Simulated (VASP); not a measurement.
A run of VASP 6.6.1:

The input POSCAR:

```
Co
1.0
    3.2321793139      0.0000000000      0.0000000000
   -1.6160896570      2.7991493955      0.0000000000
    0.0000000000      0.0000000000      3.6670156285
Co
3
Direct
    0.2254000000      0.0000000000      0.3333333333
    0.0000000000      0.2254000000      0.6666666667
    0.7746000000      0.7746000000      0.0000000000
```

The input INCAR.step1:

```
SYSTEM = Co
PREC = Accurate
ENCUT = 600
ISMEAR = 0
SIGMA = 0.1
LREAL = .False.
LASPH = .True.
NELM = 150
ISPIN = 2
MAGMOM = 0.99 0.99 0.99
LMAXMIX = 4
GGA = PE
ALGO = Normal
EDIFF = 1E-4
LWAVE = .True.
LCHARG = .False.
```

The input INCAR.step2:

```
SYSTEM = Co
PREC = Accurate
ENCUT = 600
EDIFF = 1E-6
ISMEAR = 0
SIGMA = 0.1
LREAL = .False.
LASPH = .True.
NELM = 150
ALGO = Normal
ISIF = 3
LWAVE = .False.
LCHARG = .False.
ISPIN = 2
MAGMOM = 0.99 0.99 0.99
LORBIT = 11
LMAXMIX = 4
METAGGA = R2SCAN
LMIXTAU = .True.
IBRION = 2
NSW = 90
EDIFFG = -0.04
ISTART = 1
```

KPOINTS

```
regular mesh
0
Gamma
  6 6 6
  0 0 0
```

Potentials or basis: VASP PAW PBE potentials, release 64 (Co).

Launch:

```bash
$ cat potpaw_PBE.64/Co/POTCAR > POTCAR
$ cp INCAR.step1 INCAR
$ mpirun -np 1 vasp_std > vasp.out
$ cp INCAR.step2 INCAR
$ mpirun -np 1 vasp_std > vasp.out
```

Hardware: 1 thread of AMD EPYC 9R45 96-Core Processor (Zen 5), on a shared host.

Question: Estimate the wall time of this run.

Answer: Run time: 35 min on 1 thread of AMD EPYC 9R45 96-Core Processor (Zen 5) (shared host), peak memory 0.2 GiB. Counts: k points 34, ion steps 14.
